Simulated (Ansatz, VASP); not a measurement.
**Fe: VASP beside Ansatz**

```xyz
1
Lattice="-1.3932 1.3932 1.3932 1.3932 -1.3932 1.3932 1.3932 1.3932 -1.3932" Properties=species:S:1:pos:R:3 pbc="T T T"
Fe    0.0000    0.0000    0.0000
```

Alike in both runs: task single point; functional LDA; k mesh 22 × 22 × 22; occupations gaussian, width 0.05 eV; collinear spin.

|  | VASP | Ansatz |
| --- | --- | --- |
| version | VASP 6.6.1 | Ansatz 0.2.0 |
| potentials or method | VASP PAW LDA potentials, release 64 (Fe), cutoff 520 eV | scalar-relativistic, plane waves, PAW |
| valence electrons in the cell | 8 | 16 |

VASP gave:

- gap on the k mesh at the Fermi level (eV): none
- pressure (GPa): -9.4
- net moment per atom (μB): 2.05
- size of the moment on the site where the two differ most (μB): 2.02

Question: Which values does Ansatz return?

Answer: gap on the k mesh at the Fermi level (eV): none; pressure (GPa): -7.9; net moment per atom (μB): 2.11; size of the moment on the site where the two differ most (μB): 2.12.

LDA's correlation is that of Perdew and Zunger in VASP and of Perdew and Wang (1992) in Ansatz. Site moments also hang on the region over which each program counts them. A gap of «none» marks a metal or a gap that the smearing closes. VASP's potentials hold 8 valence electrons a cell and Ansatz's 16, so a difference there can come from the potentials and not from the codes.
